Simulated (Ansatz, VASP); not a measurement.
## Two plane-wave programs on WSe2

```
W Se
1.0
     3.31785    0.00000    0.00000
    -1.65893    2.87335    0.00000
     0.00000    0.00000   24.06852
W Se
2 4
Direct
  0.65652 0.33793 0.14103
  0.33333 0.66667 0.85846
  0.33333 0.66667 0.21059
  0.66667 0.33333 0.92756
  0.33333 0.66667 0.07244
  0.66667 0.33333 0.78941
```

Change from the starting cell: one atom moved.

Alike in both runs: task single point; functional PBE; k mesh 9 × 9 × 2; occupations gaussian, width 0.02 eV; no spin polarisation.

```csv
,VASP,Ansatz
version,VASP 6.6.1,Ansatz 0.2.0
potentials or method,"VASP PAW PBE potentials, release 64 (W_sv, Se), cutoff 520 eV","scalar-relativistic, plane waves, PAW"
valence electrons in the cell,52,92
```

|  | VASP | Ansatz | Ansatz less VASP |
| --- | --- | --- | --- |
| gap on the k mesh at the Fermi level (eV) | 1.45 | 1.46 | +0.008 |
| least direct gap on the mesh (eV) | 1.49 | 1.49 | +0.003 |
| rms of the force components (eV/Å) | 0.298 | 0.287 | -0.0116 |

Atom by atom the forces differ by 0.022 eV/Å (rms over components). VASP's potentials hold 52 valence electrons a cell and Ansatz's 92, so a difference there can come from the potentials and not from the codes.

Neither program's run includes spin-orbit coupling.
